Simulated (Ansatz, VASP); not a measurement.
# Two plane-wave programs on SnGe5

```xyz
6
Lattice="0.0000 4.6336 4.6336 4.6336 0.0000 4.6336 4.6336 4.6336 0.0000" Properties=species:S:1:pos:R:3 pbc="T T T"
Sn    0.0000    0.0000    0.0000
Ge    4.6336    4.6336    4.6336
Ge    3.2282    3.2282    3.2282
Ge    6.0391    6.0391    3.2282
Ge    6.0391    3.2282    6.0391
Ge    3.2282    6.0391    6.0391
```

Alike in both runs: functional PBE; k mesh 4 × 4 × 4; occupations gaussian, width 0.1 eV; no spin polarisation.

Ansatz relaxed the structure, and its values are those at the end. VASP's run is a single point on that final structure, the one shown.

|  | VASP | Ansatz |
| --- | --- | --- |
| version | VASP 6.6.1 | Ansatz 0.2.0 |
| potentials or method | VASP PAW PBE potentials, release 64 (Sn_d, Ge_d), cutoff 520 eV | scalar-relativistic, plane waves, PAW |
| valence electrons in the cell | 84 | 84 |

VASP gave:

* gap on the k mesh at the Fermi level (eV): none
* pressure (GPa): 0.2
* rms of the force components (eV/Å): 0.002

Question: Estimate Ansatz's values.

Answer: gap on the k mesh at the Fermi level (eV): none; pressure (GPa): 0.2; rms of the force components (eV/Å): 0.006.

A gap of «none» marks a metal or a gap that the smearing closes.
